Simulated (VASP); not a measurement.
Crystal: MgCd2S3.

```
Mg Cd S
1.0
     3.96540    0.00000    0.00000
     0.00000    3.96540    0.00000
     0.00000    0.00000    8.73614
Mg Cd S
1 2 3
Direct
  0.00000 0.00000 0.00000
  0.00000 0.50000 0.73150
  0.50000 0.00000 0.26850
  0.00000 0.50000 0.38350
  0.50000 0.00000 0.61650
  0.50000 0.50000 0.00000
```

The cell was generated, and may not be a known phase.

| Item | Value |
| --- | --- |
| Program | VASP 6.6.1 |
| Task | relaxation of cell and atoms |
| Functional | PBE |
| Potentials or basis | VASP PAW PBE potentials, release 64 (Mg, Cd, S) |
| Cutoff | 600 eV |
| k mesh | 4 × 4 × 2 |
| Occupations | gaussian, width 0.1 eV |
| Spin | no spin polarisation |

At the start: pressure -6.7 GPa; volume 22.90 Å³/atom.

**Question.** Where does the relaxation end?

**Answer.** Over 24 steps the energy falls by 451.9 meV/atom and the volume is 24.90 Å³/atom (+8.8 %); space group P-4m2 (No. 115, to 0.1 Å) before and after.

The path:
```
step  energy change (eV)  largest force (eV/Å)  pressure (GPa)  volume (Å³)
   1              0.0000                1.8747           -6.70       137.37
   2             -1.0401                1.6313            0.43       119.13
   3             -1.1260                1.4430            4.79       113.23
   4             -1.6762                0.9279            4.58       115.72
   5             -2.0443                0.4899            5.36       118.95
   6             -2.1132                0.2871            6.63       124.98
   7             -2.1186                0.7318           -4.72       147.64
   8             -2.3437                0.5010           -0.09       135.63
   9             -2.3438                0.4968            0.03       135.41
  10             -2.3799                0.4775           -0.02       134.94
  11             -2.4835                0.4070           -0.02       133.48
  12             -2.5942                0.1836            0.92       130.43
  13             -2.5947                0.2817            0.59       131.06
  14             -2.5969                0.2396            0.75       130.76
  15             -2.6115                0.2102           -1.09       135.96
  16             -2.6135                0.2185           -0.65       134.58
  17             -2.6304                0.1865           -0.50       135.43
  18             -2.6671                0.1380            0.04       137.96
  19             -2.6745                0.4064            1.42       142.86
  20             -2.6816                0.3103            0.92       141.15
  21             -2.6998                0.1937            0.29       144.69
  22             -2.7079                0.0610           -0.37       148.94
  23             -2.7079                0.0489           -0.43       149.34
  24             -2.7114                0.0297            0.02       149.40
```

Final structure:
```cif
data_structure
_symmetry_space_group_name_H-M 'P 1'
_symmetry_Int_Tables_number 1
_cell_length_a 3.6956
_cell_length_b 3.6956
_cell_length_c 10.9395
_cell_angle_alpha 90.000
_cell_angle_beta 90.000
_cell_angle_gamma 90.000
_cell_volume 149.40
loop_
_atom_site_label
_atom_site_type_symbol
_atom_site_fract_x
_atom_site_fract_y
_atom_site_fract_z
_atom_site_occupancy
Mg1 Mg 0.00000 0.00000 0.00000 1
Cd1 Cd 0.00000 0.50000 0.60850 1
Cd2 Cd 0.50000 0.00000 0.39150 1
S1 S 0.00000 0.50000 0.35906 1
S2 S 0.50000 0.00000 0.64094 1
S3 S 0.50000 0.50000 0.00000 1
```

Caveat: a cell axis changed by over 15 % at a fixed basis, so the end point is rough.
